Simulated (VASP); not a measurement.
# Fe (Fd-3m) in VASP: a series of runs

Runs on Fe. Level: PBEsol. Tasks: single point.

Everything below comes from runs of VASP 6.6.1. Logs are shortened: lines on timing, memory, paths and dates and some standing lists are left out, and cuts for length are marked.

## (1) The cell of the first run

Symmetry: Fd-3m, No. 227, cubic system. The conventional cell has a = 4.673 Å, b = 4.673 Å, c = 4.673 Å, α = 90.00°, β = 90.00°, γ = 90.00°. Fe (site symmetry -43m) has 4 Fe at 2.02 Å within 2.7 Å.

This isn't the form of Fe at room conditions, which is bcc.

## (2) Single point, PBEsol, collinear spin, antiferromagnetic start (12.76 Å³/atom)

Input file INCAR:

```
SYSTEM = Fe
PREC = Accurate ; ENCUT = 690
EDIFF = 1E-6 ; ISMEAR = -1
SIGMA = 0.05 ; LREAL = .False.
LASPH = .True. ; NELM = 200
ALGO = Normal ; ISIF = 2
LWAVE = .False. ; LCHARG = .True.
ISPIN = 2 ; MAGMOM = 2.5 -2.5
LORBIT = 11 ; LMAXMIX = 4
GGA = PS ; LELF = .True.
LVHAR = .True. ; NBANDS = 27
GGA_COMPAT = .False.
```

Input file KPOINTS:

```
regular mesh
0
Gamma
  13 13 13
  0 0 0
```

Input file POSCAR:

```
Fe
1.0
    0.0000000000      2.3365541056      2.3365541056
    2.3365541056      0.0000000000      2.3365541056
    2.3365541056      2.3365541056      0.0000000000
Fe
2
Direct
    0.1250000000      0.1250000000      0.1250000000
    0.8750000000      0.8750000000      0.8750000000
```

Potentials or basis: VASP PAW PBE potentials, release 64 (Fe_sv).

Started as:

```
> cat potpaw_PBE.64/Fe_sv/POTCAR > POTCAR
> mpirun -np 1 vasp_std > vasp.out
```

OUTCAR:

```text
SYSTEM = Fe
   PREC = Accurate
   ENCUT = 690
   EDIFF = 1E-6
   ISMEAR = -1
   LREAL = .False.
   LASPH = .True.
   NELM = 200
   ISIF = 2
   ISPIN = 2
   LORBIT = 11
   GGA = PS

 ion  position               nearest neighbor table
   1  0.125  0.125  0.125-   2 2.02   2 2.02   2 2.02   2 2.02
   2  0.875  0.875  0.875-   1 2.02   1 2.02   1 2.02   1 2.02

  LATTYP: Found a face centered cubic cell.
 ALAT       =     4.6731082112

  Lattice vectors:

 A1 = (   0.0000000000,   2.3365541056,   2.3365541056)
 A2 = (   2.3365541056,   0.0000000000,   2.3365541056)
 A3 = (   2.3365541056,   2.3365541056,   0.0000000000)

Analysis of symmetry for initial positions (statically):
=====================================================================
 Subroutine PRICEL returns:
 Original cell was already a primitive cell.

 Routine SETGRP: Setting up the symmetry group for a
 face centered cubic supercell.

 Subroutine GETGRP returns: Found 48 space group operations
 (whereof 12 operations were pure point group operations)
 out of a pool of 48 trial point group operations.

The static configuration has the point symmetry D_3d.
 The point group associated with its full space group is O_h .

Analysis of symmetry for dynamics (positions and initial velocities):
=====================================================================
 Subroutine PRICEL returns:
 Original cell was already a primitive cell.

 Routine SETGRP: Setting up the symmetry group for a
 face centered cubic supercell.

 Subroutine GETGRP returns: Found 48 space group operations
 (whereof 12 operations were pure point group operations)
 out of a pool of 48 trial point group operations.

The dynamic configuration has the point symmetry D_3d.
 The point group associated with its full space group is O_h .

Analysis of structural, dynamic, and magnetic symmetry:
=====================================================================
 Subroutine PRICEL returns:
 Original cell was already a primitive cell.

 Routine SETGRP: Setting up the symmetry group for a
 face centered cubic supercell.

 Subroutine GETGRP returns: Found 48 space group operations
 (whereof 12 operations were pure point group operations)
 out of a pool of 48 trial point group operations.

The overall configuration has the point symmetry D_3d.
 The point group associated with its full space group is O_h .

 Subroutine INISYM returns: Found 48 space group operations
 (whereof 12 operations are pure point group operations),
 and found     1 'primitive' translations

[... 113 lines left out ...]
     AMIX     =   0.40;   BMIX     =  1.00
     AMIX_MAG =   1.60;   BMIX_MAG =  1.00
  volume/ion in A,a.u.               =      12.76        86.08
  Fermi-wavevector in a.u.,A,eV,Ry     =   1.765519  3.336347 42.410124  3.117056
  Thomas-Fermi vector in A             =   2.833284
   LORBIT       =     11    0 simple, 1 ext, 2 COOP (PROOUT), +10 PAW based schemes
   GGA     = PS    functional components
   LHFCALC =     F    Hartree Fock is set to
   AEXX    =    0.0000 exact exchange contribution
   IVDW    =     0    specifies the selected vdW correction
   LEPSILON=     F    determine dielectric tensor
   LRPA    =     F    only Hartree local field effects (RPA)
 spin polarized calculation
  energy-cutoff  :      690.00
  volume of cell :       25.51
 maximum number of plane-waves:      1067
   NGX = 15   NGY = 15   NGZ = 15

 number of electron      32.0000023 magnetization       0.0000000

 number of electron      32.0000023 magnetization      -0.0000000

 Free energy of the ion-electron system (eV)
  ---------------------------------------------------
  ext. energy  EPLUGINS =         0.00000000
  ---------------------------------------------------
  free energy    TOTEN  =       -15.36889642 eV

  energy without entropy =      -15.35204612  energy(sigma->0) =      -15.36047127

 E-fermi :  10.1184     XC(G=0): -12.8872

 val. band max:       10.0953214095   @ k =   0.3846   0.3846   0.0000
 cond. band min:      10.1360721668   @ k =   0.3846   0.0000   0.0000
 fundamental gap:      0.0407507573
 Fermi energy:        10.1183972710

 spin component 1

 k-point     1 :       0.0000    0.0000    0.0000
  band No.  band energies     occupation
      1     -76.9356      1.00000
      2     -76.3159      1.00000
      3     -43.2969      1.00000
      4     -43.2969      1.00000
      5     -43.2969      1.00000
      6     -42.4555      1.00000
[... 709 lines left out ...]
     26      29.8097      0.00000
     27      32.2997      0.00000

 [... further k-points ...]

 spin component 2

 k-point     1 :       0.0000    0.0000    0.0000
  band No.  band energies     occupation
      1     -76.9356      1.00000
      2     -76.3159      1.00000
      3     -43.2969      1.00000
      4     -43.2969      1.00000
      5     -43.2969      1.00000
      6     -42.4555      1.00000
[... 709 lines left out ...]
     26      29.8097      0.00000
     27      32.2997      0.00000

 [... further k-points ...]
[... 5 lines left out ...]
  --------------------------------------------------------------------------------------
  -------------------------------------------------------------------------------------
  Total        2.5882338      2.5882338      2.5882338     -0.0000000     -0.0000000      0.0000000
  in kB      162.5386206    162.5386206    162.5386206     -0.0000000     -0.0000000      0.0000000
  external PRESSURE =     162.5386206 kB  Pullay stress =       0.0000000 kB

 VOLUME and BASIS-vectors are now :
 -----------------------------------------------------------------------------
  energy-cutoff  :      690.00
  volume of cell :       25.51
      direct lattice vectors                 reciprocal lattice vectors
     0.000000000  2.336554106  2.336554106    -0.213990337  0.213990337  0.213990337
     2.336554106  0.000000000  2.336554106     0.213990337 -0.213990337  0.213990337
     2.336554106  2.336554106  0.000000000     0.213990337  0.213990337 -0.213990337

 POSITION                                       TOTAL-FORCE (eV/Angst)
 -----------------------------------------------------------------------------------
      0.58414      0.58414      0.58414         0.000000     -0.000000     -0.000000
      4.08897      4.08897      4.08897        -0.000000      0.000000      0.000000
 -----------------------------------------------------------------------------------
    total drift:                                0.000000      0.000000     -0.000000

  FREE ENERGIE OF THE ION-ELECTRON SYSTEM (eV)
  ---------------------------------------------------
  free  energy   TOTEN  =       -15.3688964236 eV

  energy  without entropy=      -15.3520461170  energy(sigma->0) =      -15.36047127

 total charge

# of ion       s       p       d       tot
------------------------------------------
    1        2.261   6.033   5.720  14.014
    2        2.261   6.033   5.720  14.014
--------------------------------------------------
tot          4.521  12.066  11.441  28.029

 magnetization (x)

# of ion       s       p       d       tot
------------------------------------------
    1       -0.000   0.000  -0.000  -0.000
    2        0.000  -0.000   0.000   0.000
--------------------------------------------------
tot          0.000   0.000   0.000   0.000
```

Wall time 2.6 min (1 thread of AMD EPYC 7R13 (Zen 3), shared host); peak memory 0.22 GiB.

What came out:

- Free energy: -15.3689 eV
- Pressure: 16.3 GPa
- Band gap on the k mesh: zero (filled and empty bands overlap)
- Net moment: 0.00 μB per cell
- Valence electrons inside the program's atomic spheres: Fe 14.01

Caveat: the cell stands under pressure; the moments typed at the start vanished in this run; the PAW data sets were made with another functional, which shifts forces and pressure a little.

## (3) Single point, PBEsol, collinear spin, antiferromagnetic start

This run uses another cell than the first one, of 13.87 Å³/atom.

Input file INCAR:

```
ALGO = Normal ; EDIFF = 1E-6
ENCUT = 690 ; GGA = PS
GGA_COMPAT = F ; ISIF = 2
ISMEAR = -1 ; ISPIN = 2
LASPH = T ; LCHARG = F
LMAXMIX = 4 ; LORBIT = 11
LREAL = F ; LWAVE = F
MAGMOM = 2.5 -2.5 ; NBANDS = 27
NELM = 200 ; PREC = Accurate
SIGMA = 0.05
```

Input file KPOINTS:

```
k-points
0
Gamma
  11 11 11
```

Input file POSCAR:

```
Fe
1.0
    0.0000000000      2.4024068985      2.4024068985
    2.4024068985      0.0000000000      2.4024068985
    2.4024068985      2.4024068985      0.0000000000
Fe
2
Direct
    0.1250000000      0.1250000000      0.1250000000
    0.8750000000      0.8750000000      0.8750000000
```

Potentials or basis: VASP PAW PBE potentials, release 64 (Fe_sv).

Started as:

```
> cat potpaw_PBE.64/Fe_sv/POTCAR > POTCAR
> mpirun -np 1 vasp_std > vasp.out
```

OUTCAR:

```text
EDIFF = 1E-6
   ENCUT = 690
   GGA = PS
   ISIF = 2
   ISMEAR = -1
   ISPIN = 2
   LASPH = T
   LORBIT = 11
   LREAL = F
   NELM = 200
   PREC = Accurate

 ion  position               nearest neighbor table
   1  0.125  0.125  0.125-   2 2.08   2 2.08   2 2.08   2 2.08
   2  0.875  0.875  0.875-   1 2.08   1 2.08   1 2.08   1 2.08

  LATTYP: Found a face centered cubic cell.
 ALAT       =     4.8048137970

  Lattice vectors:

 A1 = (   0.0000000000,   2.4024068985,   2.4024068985)
 A2 = (   2.4024068985,   0.0000000000,   2.4024068985)
 A3 = (   2.4024068985,   2.4024068985,   0.0000000000)

Analysis of symmetry for initial positions (statically):
=====================================================================
 Subroutine PRICEL returns:
 Original cell was already a primitive cell.

 Routine SETGRP: Setting up the symmetry group for a
 face centered cubic supercell.

 Subroutine GETGRP returns: Found 48 space group operations
 (whereof 12 operations were pure point group operations)
 out of a pool of 48 trial point group operations.

The static configuration has the point symmetry D_3d.
 The point group associated with its full space group is O_h .

Analysis of symmetry for dynamics (positions and initial velocities):
=====================================================================
 Subroutine PRICEL returns:
 Original cell was already a primitive cell.

 Routine SETGRP: Setting up the symmetry group for a
 face centered cubic supercell.

 Subroutine GETGRP returns: Found 48 space group operations
 (whereof 12 operations were pure point group operations)
 out of a pool of 48 trial point group operations.

The dynamic configuration has the point symmetry D_3d.
 The point group associated with its full space group is O_h .

Analysis of structural, dynamic, and magnetic symmetry:
=====================================================================
 Subroutine PRICEL returns:
 Original cell was already a primitive cell.

 Routine SETGRP: Setting up the symmetry group for a
 face centered cubic supercell.
[... 145 lines left out ...]

 number of electron      31.9999980 magnetization      -0.0000000

 Free energy of the ion-electron system (eV)
  ---------------------------------------------------
  ext. energy  EPLUGINS =         0.00000000
  ---------------------------------------------------
  free energy    TOTEN  =       -15.47359394 eV

  energy without entropy =      -15.45282463  energy(sigma->0) =      -15.46320929

 E-fermi :   8.9253     XC(G=0): -12.4081

 val. band max:        8.9178865299   @ k =   0.4545   0.2727   0.0909
 cond. band min:       8.9253848574   @ k =   0.4545   0.0909   0.0000
 fundamental gap:      0.0074983275
 Fermi energy:         8.9253197663

 spin component 1

 k-point     1 :       0.0000    0.0000    0.0000
  band No.  band energies     occupation
      1     -77.9759      1.00000
      2     -77.5109      1.00000
      3     -44.3132      1.00000
      4     -44.3132      1.00000
      5     -44.3132      1.00000
      6     -43.6404      1.00000
[... 709 lines left out ...]
     26      26.4846      0.00000
     27      27.6201      0.00000

 [... further k-points ...]

 spin component 2

 k-point     1 :       0.0000    0.0000    0.0000
  band No.  band energies     occupation
      1     -77.9759      1.00000
      2     -77.5109      1.00000
      3     -44.3132      1.00000
      4     -44.3132      1.00000
      5     -44.3132      1.00000
      6     -43.6404      1.00000
[... 709 lines left out ...]
     26      26.4846      0.00000
     27      27.6201      0.00000

 [... further k-points ...]
[... 5 lines left out ...]
  --------------------------------------------------------------------------------------
  -------------------------------------------------------------------------------------
  Total       -0.1830926     -0.1830926     -0.1830926      0.0000000      0.0000000     -0.0000000
  in kB      -10.5781965    -10.5781965    -10.5781965      0.0000000      0.0000000     -0.0000000
  external PRESSURE =     -10.5781965 kB  Pullay stress =       0.0000000 kB

 VOLUME and BASIS-vectors are now :
 -----------------------------------------------------------------------------
  energy-cutoff  :      690.00
  volume of cell :       27.73
      direct lattice vectors                 reciprocal lattice vectors
     0.000000000  2.402406899  2.402406899    -0.208124610  0.208124610  0.208124610
     2.402406899  0.000000000  2.402406899     0.208124610 -0.208124610  0.208124610
     2.402406899  2.402406899  0.000000000     0.208124610  0.208124610 -0.208124610

 POSITION                                       TOTAL-FORCE (eV/Angst)
 -----------------------------------------------------------------------------------
      0.60060      0.60060      0.60060         0.000000      0.000000      0.000000
      4.20421      4.20421      4.20421        -0.000000     -0.000000     -0.000000
 -----------------------------------------------------------------------------------
    total drift:                               -0.000000      0.000000      0.000000

  FREE ENERGIE OF THE ION-ELECTRON SYSTEM (eV)
  ---------------------------------------------------
  free  energy   TOTEN  =       -15.4735939440 eV

  energy  without entropy=      -15.4528246333  energy(sigma->0) =      -15.46320929

 total charge

# of ion       s       p       d       tot
------------------------------------------
    1        2.246   6.021   5.673  13.940
    2        2.246   6.021   5.673  13.940
--------------------------------------------------
tot          4.492  12.043  11.345  27.880

 magnetization (x)

# of ion       s       p       d       tot
------------------------------------------
    1        0.000   0.000   0.001   0.001
    2       -0.000  -0.000  -0.001  -0.001
--------------------------------------------------
tot          0.000   0.000   0.000   0.000
```

OSZICAR:

```text
N       E                     dE             d eps       ncg     rms          rms(c)
DAV:   1     0.754132773994E+03    0.75413E+03   -0.22375E+04  6072   0.224E+03
DAV:   2     0.373056022005E+02   -0.71683E+03   -0.68650E+03  6060   0.713E+02
DAV:   3    -0.145376860003E+02   -0.51843E+02   -0.50575E+02  6588   0.245E+02
DAV:   4    -0.163410474347E+02   -0.18034E+01   -0.18020E+01  7164   0.572E+01
DAV:   5    -0.164282063218E+02   -0.87159E-01   -0.87155E-01  7169   0.121E+01    0.189E+01
DAV:   6    -0.156587051415E+02    0.76950E+00   -0.90399E+00  6728   0.616E+01    0.107E+01
DAV:   7    -0.153806408189E+02    0.27806E+00   -0.17650E+00  6819   0.272E+01    0.346E+00
DAV:   8    -0.154412726881E+02   -0.60632E-01   -0.69076E-02  9799   0.531E+00    0.197E+00
DAV:   9    -0.154700665094E+02   -0.28794E-01   -0.52825E-02 12010   0.633E+00    0.828E-01
DAV:  10    -0.154733942532E+02   -0.33277E-02   -0.17113E-02 11029   0.257E+00    0.993E-02
DAV:  11    -0.154736002850E+02   -0.20603E-03   -0.23980E-03  6518   0.567E-01    0.481E-02
DAV:  12    -0.154735942376E+02    0.60474E-05   -0.34264E-05  8136   0.789E-02    0.357E-02
DAV:  13    -0.154735939440E+02    0.29353E-06   -0.18595E-06  5284   0.482E-02
   1 F= -.15473594E+02 E0= -.15463209E+02  d E =-.207693E-01  mag=     0.0000
```

stdout:

```text
POSCAR found type information on POSCAR Fe
 POSCAR found :  1 types and       2 ions
 scaLAPACK will be used
 -----------------------------------------------------------------------------
|                                                                             |
|                                                                             |
|     You enforced a specific xc type in the INCAR file but a different       |
|     I HOPE YOU KNOW WHAT YOU ARE DOING!                                     |
|                                                                             |
 -----------------------------------------------------------------------------

 LDA part: xc-table for (Slater+PW92), standard interpolation
 POSCAR, INCAR and KPOINTS ok, starting setup
 FFT: planning ... GRIDC
 FFT: planning ... GRID_SOFT
 FFT: planning ... GRID
 WAVECAR not read
 entering main loop
```

Wall time 68 s (1 thread of Intel Xeon 6975P-C (Granite Rapids), shared host); peak memory 0.23 GiB.

What came out:

```yaml
Free_energy: -15.4736 eV
Pressure: -1.1 GPa
Band_gap_on_the_k_mesh: zero (filled and empty bands overlap)
Net_moment: 0.00 μB per cell
Valence_electrons_inside_the_program's_atomic_spheres: Fe 13.94
```

Levels at points of the mesh, in eV from the Fermi level:
Spin up:
```csv
k point,band 12,band 13,band 14,band 15,band 16,band 17,band 18,band 19,band 20,band 21
"(0.00, 0.00, 0.00)",-2.57,-2.57,-2.57,-0.41,-0.41,-0.41,1.34,1.34,14.65,14.65
```
Spin down:
| k point | band 13 | band 14 | band 15 | band 16 | band 17 | band 18 | band 19 | band 20 |
| --- | --- | --- | --- | --- | --- | --- | --- | --- |
| (0.00, 0.00, 0.00) | -2.57 | -2.57 | -0.41 | -0.41 | -0.41 | 1.34 | 1.34 | 14.65 |

Caveat: the moments typed at the start vanished in this run; the PAW data sets were made with another functional, which shifts forces and pressure a little.

The gap in the log of VASP goes by the Fermi energy; the results here count the filled bands.